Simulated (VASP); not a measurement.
A run of VASP 6.6.1 is set up as follows.

Contents of INCAR:

```
PREC = Accurate
ENCUT = 520
EDIFF = 1E-7
ISMEAR = 0
SIGMA = 0.1
LREAL = False
LASPH = True
NELM = 60
ALGO = Normal
ISIF = 2
LWAVE = False
LCHARG = False
GGA = PE
NBANDS = 24
```

KPOINTS

```
regular mesh
0
Gamma
  8 8 6
```

Contents of POSCAR:

```
Si2Br
1.0
    5.2617145023      0.0000000000      0.0000000000
    0.0000000000      5.2617145023      0.0000000000
    0.0000000000      0.0000000000      7.1471567144
Si Br
4 2
Direct
    0.5000000000      0.0000000000      0.6672363771
    0.0000000000      0.5000000000      0.8327636229
    0.0000000000      0.5000000000      0.1672363771
    0.5000000000      0.0000000000      0.3327636229
    0.5000000000      0.5000000000      0.7500000000
    0.5000000000      0.5000000000      0.2500000000
```

Potentials or basis: VASP PAW PBE potentials, release 64 (Si, Br).

Launch:

```sh
$ cat potpaw_PBE.64/Si/POTCAR potpaw_PBE.64/Br/POTCAR > POTCAR
$ mpirun -np 1 vasp_std > vasp.out
```

Predict the largest force.

0.005 eV/Å.

Predict the pressure.

0.0 GPa.

What does it give for the band gap on the k mesh?

Zero (bands 15 and 16 overlap by 1.21 eV).

Forces in eV/Å, atoms in the order of the input:
```
Si   0.000  0.000 -0.005
Si   0.000  0.000  0.005
Si   0.000  0.000 -0.005
Si   0.000  0.000  0.005
Br   0.000  0.000  0.000
Br   0.000  0.000  0.000
```
